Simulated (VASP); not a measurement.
Here is a VASP 6.6.1 calculation.

The input INCAR:

```
SYSTEM = ScGa3N2
PREC = Accurate
ENCUT = 520
EDIFF = 1E-6
ISMEAR = 0
SIGMA = 0.1
LREAL = .False.
LASPH = .True.
NELM = 80
ALGO = Normal
ISIF = 2
LWAVE = .False.
LCHARG = .False.
GGA = PE
NBANDS = 39
```

Contents of KPOINTS:

```
Automatic mesh
0
Gamma
  6 6 4
  0 0 0
```

POSCAR

```
ScGa3N2
1.0
    4.0615755967      0.0000000000      0.0000000000
    0.0000000000      4.0615755967      0.0000000000
    0.0000000000      0.0000000000      5.7068829324
Sc Ga N
1 3 2
Direct
    0.0000000000      0.0000000000      0.0000000000
    0.5000000000      0.0000000000      0.4728009097
    0.0000000000      0.5000000000      0.5271990903
    0.5000000000      0.5000000000      0.0000000000
    0.5000000000      0.0000000000      0.1104470603
    0.0000000000      0.5000000000      0.8895529397
```

Potentials or basis: VASP PAW PBE potentials, release 64 (Sc_sv, Ga_d, N).

Launch:

```console
$ cat potpaw_PBE.64/Sc_sv/POTCAR potpaw_PBE.64/Ga_d/POTCAR potpaw_PBE.64/N/POTCAR > POTCAR
$ mpirun -np 1 vasp_std > vasp.out
```

(1) Estimate the largest force.

(2) What does it give for the pressure?

## Answers

(1) 0.029 eV/Å.

(2) 0.4 GPa.
